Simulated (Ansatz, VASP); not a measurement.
# One calculation of CsC, two programs

The input INCAR:

```
ALGO = Normal
EDIFF = 1E-7
ENCUT = 520
GGA = PE
ISIF = 2
ISMEAR = 0
LASPH = T
LCHARG = F
LREAL = F
LWAVE = F
NBANDS = 14
NELM = 60
PREC = Accurate
SIGMA = 0.1
```

Contents of KPOINTS:

```
k-points
0
Gamma
  6 6 4
```

File POSCAR:

```
CsC
1.0
    2.0024584700     -2.8620532200      0.0000000000
    2.0024584700      2.8620532200      0.0000000000
    0.0000000000      0.0000000000      5.6091636900
Cs C
1 1
Direct
    0.0000000000      0.0000000000      0.0000000000
    0.5000000000      0.5000000000      0.5000000000
```

Input for Ansatz:

```yaml
crystal:
  lattice:
    - [2.00245847, -2.86205322, 0.0]
    - [2.00245847, 2.86205322, 0.0]
    - [0.0, 0.0, 5.60916369]
  atoms:
    - { symbol: Cs, position: [0.0, 0.0, 0.0] }
    - { symbol: C, position: [0.5, 0.5, 0.5] }
basis:
  ecutwfc: 420
kpoints:
  mp_grid: { grid: [6, 6, 4] }
hamiltonian:
  xc: pbe
scf:
  occupations: { method: gaussian, width: 0.1 }
  lower_state_search: "off"
output:
  forces: true
  stress: true
  eigenvalues: true
```

Change from the starting cell: species swapped into the TaW type (Cmmm, No. 65).

Alike in both runs: task single point; functional PBE; k mesh 6 × 6 × 4; occupations gaussian, width 0.1 eV; no spin polarisation.

```csv
,VASP,Ansatz
version,VASP 6.6.1,Ansatz 0.2.0
potentials or method,"VASP PAW PBE potentials, release 64 (Cs_sv, C), cutoff 520 eV","scalar-relativistic, plane waves, PAW"
valence electrons in the cell,13,13
```

```csv
,VASP,Ansatz,Ansatz less VASP
gap on the k mesh at the Fermi level (eV),none,none,-
pressure (GPa),-1.9,-2.0,-0.08
"traceless stress, the component that is largest in VASP (GPa)",-6.82,-6.77,+0.042
```

A gap of «none» marks a metal or a gap that the smearing closes. The functional is the same, so the differences come from potentials, cutoffs and numerics.

Neither program's run includes spin-orbit coupling.
